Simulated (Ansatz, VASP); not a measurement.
**One calculation of SnO2, two programs**

File INCAR:

```
PREC = Accurate
ENCUT = 520
EDIFF = 1E-6
ISMEAR = 0
SIGMA = 0.05
LREAL = F
LASPH = T
NELM = 60
ALGO = Normal
ISIF = 2
LWAVE = F
LCHARG = F
NBANDS = 35
```

Contents of KPOINTS:

```
Automatic mesh
0
Gamma
  6 6 8
```

POSCAR

```
SnO2
1.0
    4.9330604771      0.0000000000      0.0000000000
    0.0000000000      4.9336664808      0.0000000000
    0.0000000000      0.0000000000      3.3328025979
Sn O
2 4
Direct
    0.5000000000      0.5000000000      0.5000000000
    0.0000000000      0.0000000000      0.0000000000
    0.3059833077      0.3321134587      0.0000000000
    0.8059833077      0.1678865413      0.5000000000
    0.1940166923      0.8321134587      0.5000000000
    0.6940166923      0.6678865413      0.0000000000
```

Input for Ansatz:

```yaml
crystal:
  lattice:
    - [4.9330604771, 0.0, 0.0]
    - [0.0, 4.9336664808, 0.0]
    - [0.0, 0.0, 3.3328025979]
  atoms:
    - { symbol: Sn, position: [0.5, 0.5, 0.5] }
    - { symbol: Sn, position: [0.0, 0.0, 0.0] }
    - { symbol: O, position: [0.3059833077, 0.3321134587, 0.0] }
    - { symbol: O, position: [0.8059833077, 0.1678865413, 0.5] }
    - { symbol: O, position: [0.1940166923, 0.8321134587, 0.5] }
    - { symbol: O, position: [0.6940166923, 0.6678865413, 0.0] }
basis:
  ecutwfc: 520.0
kpoints:
  mp_grid: { grid: [6, 6, 8] }
hamiltonian:
  xc: lda
scf:
  occupations: { method: gaussian, width: 0.05 }
output:
  forces: true
  stress: true
  eigenvalues: true
```

Alike in both runs: task single point; functional LDA; k mesh 6 × 6 × 8; occupations gaussian, width 0.05 eV; no spin polarisation.

```csv
,VASP,Ansatz
version,VASP 6.6.1,Ansatz 0.2.0
potentials or method,"VASP PAW LDA potentials, release 64 (Sn_d, O), cutoff 520 eV","scalar-relativistic, plane waves, PAW"
valence electrons in the cell,52,52
```

Ansatz gave:

| Property | Result |
| --- | --- |
| gap on the k mesh at the Fermi level (eV) | 0.24 |
| least direct gap on the mesh (eV) | 0.30 |
| pressure (GPa) | -17.5 |
| traceless stress, the component that is largest in VASP (GPa) | -5.34 |
| rms of the force components (eV/Å) | 0.488 |

Task: What did VASP give for the same quantities?

Result: gap on the k mesh at the Fermi level (eV): 0.25; least direct gap on the mesh (eV): 0.30; pressure (GPa): -16.9; traceless stress, the component that is largest in VASP (GPa): -4.88; rms of the force components (eV/Å): 0.508.

LDA's correlation is that of Perdew and Zunger in VASP and of Perdew and Wang (1992) in Ansatz. Atom by atom the forces differ by 0.021 eV/Å (rms over components).
